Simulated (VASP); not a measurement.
Here is a VASP 6.6.1 calculation.

Contents of INCAR:

```
SYSTEM = Co
PREC     = Accurate       ! precision mode
ENCUT    = 520            ! plane-wave cutoff, eV
EDIFF    = 1E-7           ! SCF threshold, eV
ISMEAR   = -1             ! smearing method
SIGMA    = 0.15           ! smearing width, eV
LREAL    = .False.        ! projectors in reciprocal space
LASPH    = .True.         ! aspherical terms in the spheres
NELM     = 150            ! most SCF steps
ALGO     = Normal         ! electronic algorithm
ISIF     = 2              ! what is computed and relaxed
LWAVE    = .False.        ! write WAVECAR
LCHARG   = .True.         ! write CHGCAR
ISPIN    = 2              ! spin polarisation
MAGMOM   = 2.5 2.5 2.5 2.5 ! initial moments
LORBIT   = 11             ! projections on sites
LMAXMIX  = 4              ! l up to which the mixer works
GGA      = PE             ! functional
LELF     = .True.         ! ELF
LVHAR    = .True.       
NBANDS   = 30             ! bands
```

File KPOINTS:

```
regular mesh
0
Gamma
  11 11 3
  0 0 0
```

File POSCAR:

```
Co
1.0
    2.4705617800      0.0000000000      0.0000000000
   -1.2352808900      2.1395692600      0.0000000000
    0.0000000000      0.0000000000      8.0882338000
Co
4
Direct
    0.0000000000      0.0000000000      0.0000000000
    0.3333333333      0.6666666667      0.2500000000
    0.0000000000      0.0000000000      0.5000000000
    0.6666666667      0.3333333333      0.7500000000
```

Potentials or basis: VASP PAW PBE potentials, release 64 (Co).

Launch:

```bash
$ cat potpaw_PBE.64/Co/POTCAR > POTCAR
$ mpirun -np 1 vasp_std > vasp.out
```

Estimate the net moment.

6.29 μB per cell.

What does it give for the pressure?

3.3 GPa.

Estimate the site moments.

Co +1.58, +1.59 (each value once) μB.

Stress tensor (GPa, compression positive):
```
3.97 0.00 0.00
0.00 3.97 0.00
0.00 0.00 1.98
```

Caveat: the cell stands under pressure.
